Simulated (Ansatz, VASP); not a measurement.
## One calculation of WS2, two programs

File INCAR:

```
PREC = Accurate
ENCUT = 520
EDIFF = 1E-6
ISMEAR = 0
SIGMA = 0.01
LREAL = F
LASPH = T
NELM = 80
ALGO = Normal
ISIF = 2
LWAVE = F
LCHARG = F
GGA = PE
NBANDS = 20
```

KPOINTS

```
regular mesh
0
Gamma
  12 12 2
```

File POSCAR:

```
WS2
1.0
    3.1697138081      0.0000000000      0.0000000000
   -1.5848569041      2.7450526806      0.0000000000
    0.0000000000      0.0000000000     16.9263324119
W S
1 2
Direct
    0.3333333333      0.6666666667      0.0000000000
    0.6666666667      0.3333333333      0.9076849997
    0.6666666667      0.3333333333      0.0923150003
```

Input for Ansatz:

```yaml
crystal:
  lattice:
    - [3.1697138081, 0.0, 0.0]
    - [-1.5848569041, 2.7450526806, 0.0]
    - [0.0, 0.0, 16.9263324119]
  atoms:
    - { symbol: W, position: [0.3333333333, 0.6666666667, 0.0] }
    - { symbol: S, position: [0.6666666667, 0.3333333333, 0.9076849997] }
    - { symbol: S, position: [0.6666666667, 0.3333333333, 0.0923150003] }
kpoints:
  mp_grid: { grid: [12, 12, 2] }
  band_path:
    path:
      - [0.0, 0.0, 0.0]
      - [0.5, 0.0, 0.0]
      - [0.3333333333, 0.3333333333, 0.0]
      - [0.0, 0.0, 0.5]
      - [0.5, 0.0, 0.5]
      - [0.3333333333, 0.3333333333, 0.5]
    npoints: 1
hamiltonian:
  xc: pbe
scf:
  occupations: { method: fixed }
  n_extra_bands: 4
output:
  forces: true
  stress: true
  eigenvalues: true
```

Alike in both runs: task single point; functional PBE; k mesh 12 × 12 × 2; no spin polarisation.

|  | VASP | Ansatz |
| --- | --- | --- |
| version | VASP 6.6.1 | Ansatz 0.2.0 |
| potentials or method | VASP PAW PBE potentials, release 64 (W_sv, S) | plane waves, PAW |
| plane-wave cutoff (eV) | 520 | 420 |
| occupations | gaussian, width 0.01 eV | fixed |
| valence electrons in the cell | 26 | 26 |

|  | VASP | Ansatz | Ansatz less VASP |
| --- | --- | --- | --- |
| gap on the k mesh at the Fermi level (eV) | 1.85 | 1.85 | -0.004 |
| rms of the force components (eV/Å) | 0.142 | 0.140 | -0.0018 |

Atom by atom the forces differ by 0.002 eV/Å (rms over components).

Spin-orbit coupling is off throughout.
